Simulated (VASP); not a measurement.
**MoS2: electric field gradients with LDA**

The system is MoS2.

```xyz
6
Lattice="3.1610 -0.0158 -0.0158 -1.5942 2.7454 -0.0058 -0.0615 -0.0615 12.2950" Properties=species:S:1:pos:R:3 pbc="T T T"
Mo   -0.0245    1.8096    3.0646
Mo    1.5298    0.8585    9.2088
S    -0.0477    1.7864    7.7060
S     1.5681    0.8968    1.5551
S    -0.0628    1.7714   10.7183
S     1.5530    0.8817    4.5674
```

This cell differs from its parent crystal: equal xy, yz and zx shear strains of -1 %.

- Program: VASP 6.6.1
- Task: electric field gradients
- Functional: LDA
- Potentials or basis: VASP PAW LDA potentials, release 64 (Mo_sv, S)
- Cutoff: 520 eV
- k mesh: 10 × 10 × 3
- Occupations: fermi-dirac, width 0.03 eV
- Spin: no spin polarisation
- Dipole correction: no
- Further INCAR settings: ALGO = Normal; EDIFF = 1e-08; NBANDS = 35

- Pressure: 1.2 GPa
- Largest force: 0.815 eV/Å
- Band gap on the k mesh: 0.82 eV (least direct gap 1.84 eV)
- Largest electric field gradient by atom: Mo -97.8; S -63.0, -63.1 (each value once) V/Å²

Forces on the atoms (eV/Å):
```
Mo   0.091  0.002  0.008
Mo  -0.091 -0.002 -0.008
S   -0.114 -0.159 -0.764
S   -0.206 -0.161 -0.772
S    0.206  0.161  0.772
S    0.114  0.159  0.764
```

Stress tensor (GPa, compression positive):
```
-1.06  0.89  1.52
 0.89 -1.06  1.52
 1.52  1.52  5.78
```

Levels at points of the mesh, in eV from the valence-band top:
```csv
k point,band 22,band 23,band 24,band 25,band 26,band 27,band 28,band 29,band 30,band 31
"(0.00, 0.00, 0.00)",-2.59,-2.56,-1.30,-1.19,0.00,1.91,1.93,2.00,2.02,2.28
"(0.50, 0.00, 0.00)",-2.52,-2.08,-1.92,-1.57,-1.43,1.37,1.41,1.87,2.09,2.80
"(0.00, 0.50, 0.00)",-2.54,-2.03,-1.87,-1.60,-1.46,1.36,1.41,1.86,2.07,2.81
"(0.50, 0.50, 0.00)",-2.56,-1.97,-1.82,-1.62,-1.48,1.37,1.41,1.85,2.05,2.82
```

Electric field gradients, principal values (V/Å²):
```csv
atom,least,middle,greatest (by size)
1 Mo,44.048,53.728,-97.776
2 Mo,44.048,53.728,-97.776
3 S,30.034,32.947,-62.980
4 S,29.799,33.319,-63.118
5 S,29.799,33.319,-63.118
6 S,30.034,32.947,-62.980
```

Wall time 4.6 min on 1 thread of Intel(R) Xeon(R) 6975P-C (Granite Rapids), on a shared host, peak memory 0.5 GiB.

Caveat: the cell differs from its parent crystal (equal xy, yz and zx shear strains of -1 %); without QUAD_EFG the Cq values of the log hold for a quadrupole moment of 1 mb, not for the nuclei; an odd mesh through Γ misses points on the zone boundary, where band edges can lie.
